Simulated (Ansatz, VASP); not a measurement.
# Two plane-wave programs on KTaO3

```
K Ta O
1.0
     4.18771    0.00000    0.00000
     0.00000    3.98830    0.00000
     0.00000    0.00000    3.98830
K Ta O
1 1 3
Direct
  0.50000 0.50000 0.50000
  0.00000 0.00000 0.00000
  0.50000 0.00000 0.00000
  0.00000 0.50000 0.00000
  0.00000 0.00000 0.50000
```

Change from the starting cell: strain +0.0500 x Voigt [1, 0, 0, 0, 0, 0], atoms carried along.

Alike in both runs: task single point; functional PBE; k mesh 8 × 8 × 8; occupations gaussian, width 0.05 eV; no spin polarisation.

|  | VASP | Ansatz |
| --- | --- | --- |
| version | VASP 6.6.1 | Ansatz 0.2.0 |
| potentials or method | VASP PAW PBE potentials, release 64 (K_sv, Ta_pv, O), cutoff 520 eV | scalar-relativistic, plane waves, PAW |
| valence electrons in the cell | 38 | 40 |

|  | VASP | Ansatz | Ansatz less VASP |
| --- | --- | --- | --- |
| gap on the k mesh at the Fermi level (eV) | 2.01 | 2.05 | +0.042 |
| least direct gap on the mesh (eV) | 2.59 | 2.63 | +0.036 |
| pressure (GPa) | -2.6 | -3.1 | -0.54 |
| traceless stress, the component that is largest in VASP (GPa) | -9.58 | -9.43 | +0.153 |

VASP's potentials hold 38 valence electrons a cell and Ansatz's 40, so a difference there can come from the potentials and not from the codes.

Spin-orbit coupling is off throughout.
